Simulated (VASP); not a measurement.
# AlNi (Cmmm) in VASP: notebook

Runs on AlNi. Level: LDA. Tasks: single point.

All numbers are computed with VASP 6.6.1; they aren't measurements. Logs are shortened: lines on timing, memory, paths and dates and some standing lists are left out, and cuts for length are marked.

## Step 1: The cell of the first run

Symmetry: Cmmm, No. 65, orthorhombic system. The conventional cell has a = 3.798 Å, b = 3.827 Å, c = 3.036 Å, α = 90.00°, β = 90.00°, γ = 90.00°. Ni (site symmetry mmm) has 8 Al at 2.43 to 2.44 Å and 6 Ni at 2.70 to 3.04 Å within 3.2 Å. Al (site symmetry mmm) has 8 Ni at 2.43 to 2.44 Å and 6 Al at 2.70 to 3.04 Å within 3.2 Å.

## Step 2: Single point, LDA, collinear spin, ferromagnetic start (11.03 Å³/atom)

The input, INCAR:

```
PREC = Accurate
ENCUT = 520
EDIFF = 1E-7
ISMEAR = -1
SIGMA = 0.05
LREAL = F
LASPH = T
NELM = 150
ALGO = Normal
ISIF = 2
LWAVE = F
LCHARG = T
ISPIN = 2
MAGMOM = 1 0
LORBIT = 11
LMAXMIX = 4
LELF = T
LVHAR = T
NBANDS = 18
```

The input, KPOINTS:

```
regular mesh
0
Gamma
  10 10 9
```

The input, POSCAR:

```
AlNi
1.0
    1.8991177115     -1.9133179386      0.0000000000
    1.8991177115      1.9133179386      0.0000000000
    0.0000000000      0.0000000000      3.0361586134
Ni Al
1 1
Direct
    0.5000000000      0.5000000000      0.5000000000
    0.0000000000      0.0000000000      0.0000000000
```

Potentials or basis: VASP PAW LDA potentials, release 64 (Ni, Al).

Run with:

```console
> cat potpaw_LDA.64/Ni/POTCAR potpaw_LDA.64/Al/POTCAR > POTCAR
> mpirun -np 1 vasp_std > vasp.out
```

OUTCAR:

```text
PREC = Accurate
   ENCUT = 520
   EDIFF = 1E-7
   ISMEAR = -1
   LREAL = F
   LASPH = T
   NELM = 150
   ISIF = 2
   ISPIN = 2
   LORBIT = 11

 ion  position               nearest neighbor table
   1  0.500  0.500  0.500-   2 2.43   2 2.43   2 2.43   2 2.43   2 2.44   2 2.44   2 2.44   2 2.44

   2  0.000  0.000  0.000-   1 2.43   1 2.43   1 2.43   1 2.43   1 2.44   1 2.44   1 2.44   1 2.44

  LATTYP: Found a base centered orthorhombic cell.
 ALAT       =     3.7982354230
 B/A-ratio  =     1.0074772759
 C/A-ratio  =     0.7993603016

  Lattice vectors:

 A1 = (   1.8991177115,  -1.9133179386,   0.0000000000)
 A2 = (   1.8991177115,   1.9133179386,   0.0000000000)
 A3 = (   0.0000000000,   0.0000000000,   3.0361586134)

Analysis of symmetry for initial positions (statically):
=====================================================================
 Subroutine PRICEL returns:
 Original cell was already a primitive cell.

 Routine SETGRP: Setting up the symmetry group for a
 base centered orthorhombic supercell.

 Subroutine GETGRP returns: Found  8 space group operations
 (whereof  8 operations were pure point group operations)
 out of a pool of  8 trial point group operations.

The static configuration has the point symmetry D_2h.

Analysis of symmetry for dynamics (positions and initial velocities):
=====================================================================
 Subroutine PRICEL returns:
 Original cell was already a primitive cell.

 Routine SETGRP: Setting up the symmetry group for a
 base centered orthorhombic supercell.

 Subroutine GETGRP returns: Found  8 space group operations
 (whereof  8 operations were pure point group operations)
 out of a pool of  8 trial point group operations.

The dynamic configuration has the point symmetry D_2h.

Analysis of structural, dynamic, and magnetic symmetry:
=====================================================================
 Subroutine PRICEL returns:
 Original cell was already a primitive cell.

 Routine SETGRP: Setting up the symmetry group for a
 base centered orthorhombic supercell.

 Subroutine GETGRP returns: Found  8 space group operations
 (whereof  8 operations were pure point group operations)
 out of a pool of  8 trial point group operations.

The overall configuration has the point symmetry D_2h.

 Subroutine INISYM returns: Found  8 space group operations
 (whereof  8 operations are pure point group operations),
 and found     1 'primitive' translations

----------------------------------------------------------------------------------------

                                     Primitive cell

  volume of cell :      22.0645

  direct lattice vectors                    reciprocal lattice vectors
     1.899117711 -1.913317939  0.000000000     0.263280152 -0.261326144  0.000000000
     1.899117711  1.913317939  0.000000000     0.263280152  0.261326144  0.000000000
     0.000000000  0.000000000  3.036158613     0.000000000  0.000000000  0.329363557

  length of vectors
     2.695817801  2.695817801  3.036158613     0.370955243  0.370955243  0.329363557

  position of ions in fractional coordinates (direct lattice)
     0.500000000  0.500000000  0.500000000
     0.000000000  0.000000000  0.000000000

  ion indices of the primitive-cell ions
   primitive index   ion index
                 1           1
                 2           2

----------------------------------------------------------------------------------------

 KPOINTS: regular mesh

Automatic generation of k-mesh.
 Grid dimensions read from file:
 generate k-points for:   10   10    9

 Generating k-lattice:

  Cartesian coordinates                     Fractional coordinates (reciprocal lattice)
     0.026328015 -0.026132614  0.000000000     0.100000000  0.000000000  0.000000000
     0.026328015  0.026132614  0.000000000     0.000000000  0.100000000  0.000000000
     0.000000000  0.000000000  0.036595951     0.000000000  0.000000000  0.111111111

  Length of vectors
     0.037095524  0.037095524  0.036595951

  Shift w.r.t. Gamma in fractional coordinates (k-lattice)
     0.000000000  0.000000000  0.000000000

 Subroutine IBZKPT returns following result:
 ===========================================

 Found    155 irreducible k-points:

 Following reciprocal coordinates:
            Coordinates               Weight
  0.000000  0.000000  0.000000      1.000000
  0.100000  0.000000  0.000000      4.000000
  0.200000  0.000000  0.000000      4.000000
  0.300000  0.000000  0.000000      4.000000
  0.400000  0.000000  0.000000      4.000000
  0.500000  0.000000  0.000000      2.000000
[... 16 lines left out ...]
  0.300000  0.300000  0.000000      2.000000
  0.400000  0.300000  0.000000      4.000000
 [... further k-points ...]
   k-points           NKPTS =    155   k-points in BZ     NKDIM =    155   number of bands    NBANDS=     18
   number of dos      NEDOS =    301   number of ions     NIONS =      2
   total plane-waves  NPLWV =   9600
   dimension x,y,z NGX =    20 NGY =   20 NGZ =   24
   dimension x,y,z NGXF=    40 NGYF=   40 NGZF=   48
   ions per type =               1   1
   NGX,Y,Z   is equivalent  to a cutoff of  12.33, 12.33, 13.14 a.u.
   NGXF,Y,Z  is equivalent  to a cutoff of  24.67, 24.67, 26.28 a.u.
 SYSTEM =  unknown system
   PREC   = accura    normal or accurate (medium, high low for compatibility)
   ISTART =      0    job   : 0-new  1-cont  2-samecut
   ICHARG =      2    charge: 1-file 2-atom 10-const
   ISPIN  =      2    spin polarized calculation?
   LNONCOLLINEAR =      F non collinear calculations
   LSORBIT =      F    spin-orbit coupling
   LASPH  =      T    aspherical Exc in radial PAW
   ENCUT  =  520.0 eV  38.22 Ry    6.18 a.u.   5.01  5.01  5.65*2*pi/ulx,y,z
   NELM   =    150;   NELMIN=  2; NELMDL= -5     # of ELM steps
   EDIFF  = 0.1E-06   stopping-criterion for ELM
   LREAL  =      F    real-space projection
   EDIFFG = 0.1E-05   stopping-criterion for IOM
   NSW    =      0    number of steps for IOM
   IBRION =     -1    ionic relax: 0-MD 1-quasi-New 2-CG
   NFREE  =      0    steps in history (QN), initial steepest desc. (CG)
   ISIF   =      2    stress and relaxation
   ISYM   =      2    0-nonsym 1-usesym 2-fastsym
   POTIM  = 0.5000    time-step for ionic-motion
   TEBEG  =    0.0;   TEEND  =   0.0 temperature during run
   PSTRESS=    0.0 pullay stress
   NELECT =      13.0000    total number of electrons
   NUPDOWN=      -1.0000    fix difference up-down
   EMIN   =  10.00;   EMAX   =-10.00  energy-range for DOS
   EFERMI =   0.00;   METHOD = LEGACY
   ISMEAR =    -1;   SIGMA  =   0.05  broadening in eV -4-tet -1-fermi 0-gaus
   EFERMI_NEDOS =   21; number of points for ismear=-14 and -15
   IALGO  =     38    algorithm
   IMIX   =      4    mixing-type and parameters
     AMIX     =   0.40;   BMIX     =  1.00
     AMIX_MAG =   1.60;   BMIX_MAG =  1.00
  volume/ion in A,a.u.               =      11.03        74.45
  Fermi-wavevector in a.u.,A,eV,Ry     =   1.372434  2.593524 25.627593  1.883575
  Thomas-Fermi vector in A             =   2.498041
   LORBIT       =     11    0 simple, 1 ext, 2 COOP (PROOUT), +10 PAW based schemes
   GGA     = CA    functional components
   LHFCALC =     F    Hartree Fock is set to
   AEXX    =    0.0000 exact exchange contribution
   IVDW    =     0    specifies the selected vdW correction
   LEPSILON=     F    determine dielectric tensor
   LRPA    =     F    only Hartree local field effects (RPA)
 spin polarized calculation
  energy-cutoff  :      520.00
  volume of cell :       22.06
 maximum number of plane-waves:       608
   NGX = 11   NGY = 11   NGZ = 11

 number of electron      13.0000001 magnetization      -0.0012121

 number of electron      13.0000001 magnetization       0.0000670

 Free energy of the ion-electron system (eV)
  ---------------------------------------------------
  ext. energy  EPLUGINS =         0.00000000
  ---------------------------------------------------
  free energy    TOTEN  =       -12.13736626 eV

  energy without entropy =      -12.13044038  energy(sigma->0) =      -12.13390332

 E-fermi :  10.8518     XC(G=0): -12.6968

 val. band max:       10.8425027304   @ k =   0.4000   0.2000   0.1111
 cond. band min:      10.8559099303   @ k =  -0.4000   0.2000   0.1111
 fundamental gap:      0.0134072000
 Fermi energy:        10.8518379241

 spin component 1

 k-point     1 :       0.0000    0.0000    0.0000
  band No.  band energies     occupation
      1      -0.8405      1.00000
      2       7.1013      1.00000
      3       7.2472      1.00000
      4       9.0299      1.00000
      5       9.0511      1.00000
      6       9.3788      1.00000
[... 10 lines left out ...]
     17      35.1362      0.00000
     18      35.1414      0.00000
[... 463 lines left out ...]
 k-point    24 :       0.4000    0.3000    0.0000
  band No.  band energies     occupation
      1       3.9355      1.00000
      2       6.4298      1.00000
      3       7.9932      1.00000
      4       8.1260      1.00000
      5       8.4588      1.00000
      6       8.5179      1.00000
[... 10 lines left out ...]
     17      34.7788      0.00000
     18      36.0738      0.00000

 [... further k-points ...]

 spin component 2

 k-point     1 :       0.0000    0.0000    0.0000
  band No.  band energies     occupation
      1      -0.8405      1.00000
      2       7.1014      1.00000
      3       7.2473      1.00000
      4       9.0301      1.00000
      5       9.0513      1.00000
      6       9.3789      1.00000
[... 10 lines left out ...]
     17      35.1362      0.00000
     18      35.1414      0.00000
[... 463 lines left out ...]
 k-point    24 :       0.4000    0.3000    0.0000
  band No.  band energies     occupation
      1       3.9355      1.00000
      2       6.4299      1.00000
      3       7.9933      1.00000
      4       8.1261      1.00000
      5       8.4590      1.00000
      6       8.5181      1.00000
[... 10 lines left out ...]
     17      34.7788      0.00000
     18      36.0739      0.00000

 [... further k-points ...]

------------------------ aborting loop because EDIFF is reached ----------------------------------------

  FORCE on cell =-STRESS in cart. coord.  units (eV):
  Direction    XX          YY          ZZ          XY          YZ          ZX
  --------------------------------------------------------------------------------------
  -------------------------------------------------------------------------------------
  Total        1.4798851      1.2194625      0.1707761     -0.0000000      0.0000000      0.0000000
  in kB      107.4595674     88.5493845     12.4006452     -0.0000000      0.0000000      0.0000000
  external PRESSURE =      69.4698657 kB  Pullay stress =       0.0000000 kB

 VOLUME and BASIS-vectors are now :
 -----------------------------------------------------------------------------
  energy-cutoff  :      520.00
  volume of cell :       22.06
      direct lattice vectors                 reciprocal lattice vectors
     1.899117711 -1.913317939  0.000000000     0.263280152 -0.261326144  0.000000000
     1.899117711  1.913317939  0.000000000     0.263280152  0.261326144  0.000000000
     0.000000000  0.000000000  3.036158613     0.000000000  0.000000000  0.329363557

 POSITION                                       TOTAL-FORCE (eV/Angst)
 -----------------------------------------------------------------------------------
      1.89912      0.00000      1.51808         0.000000     -0.000000      0.000000
      0.00000      0.00000      0.00000        -0.000000      0.000000      0.000000
 -----------------------------------------------------------------------------------
    total drift:                                0.000000      0.000000      0.000000

  FREE ENERGIE OF THE ION-ELECTRON SYSTEM (eV)
  ---------------------------------------------------
  free  energy   TOTEN  =       -12.1373662567 eV

  energy  without entropy=      -12.1304403760  energy(sigma->0) =      -12.13390332

 total charge

# of ion       s       p       d       tot
------------------------------------------
    1        0.518   0.589   8.530   9.636
    2        0.400   0.458   0.000   0.858
--------------------------------------------------
tot          0.918   1.047   8.530  10.495

 magnetization (x)

# of ion       s       p       d       tot
------------------------------------------
    1        0.000   0.000   0.000   0.000
    2       -0.000  -0.000   0.000  -0.000
--------------------------------------------------
tot          0.000  -0.000   0.000   0.000
```

Wall time 1.9 min (1 thread of Intel Xeon 8259CL, shared host); peak memory 0.2 GiB.

What came out:

* Free energy: -12.1374 eV
* Pressure: 6.9 GPa
* Net moment: 0.00 μB per cell
* Valence electrons inside the program's atomic spheres: Ni 9.64; Al 0.86

Levels at points of the mesh, in eV from the Fermi level:
Spin up:
```
           k point  band 3  band 4  band 5  band 6  band 7  band 8  band 9  band 10  band 11  band 12
(0.00, 0.00, 0.00)   -3.60   -1.82   -1.80   -1.47    3.07    7.35    7.39     7.49     8.93    15.59
(0.50, 0.00, 0.00)   -3.07   -3.01   -2.26   -1.67   -0.37    8.00    8.09     9.89    11.97    13.36
(0.50, 0.50, 0.00)   -2.69   -2.69   -2.53   -2.40   -0.93    2.37    3.66    11.27    14.03    14.16
```
Spin down:
```
           k point  band 3  band 4  band 5  band 6  band 7  band 8  band 9  band 10  band 11  band 12
(0.00, 0.00, 0.00)   -3.60   -1.82   -1.80   -1.47    3.07    7.35    7.39     7.49     8.93    15.59
(0.50, 0.00, 0.00)   -3.07   -3.01   -2.26   -1.67   -0.37    8.00    8.09     9.89    11.97    13.36
(0.50, 0.50, 0.00)   -2.69   -2.69   -2.53   -2.40   -0.93    2.37    3.66    11.27    14.03    14.16
```

Caveat: the cell stands under pressure.

[end of part 1 of 2]
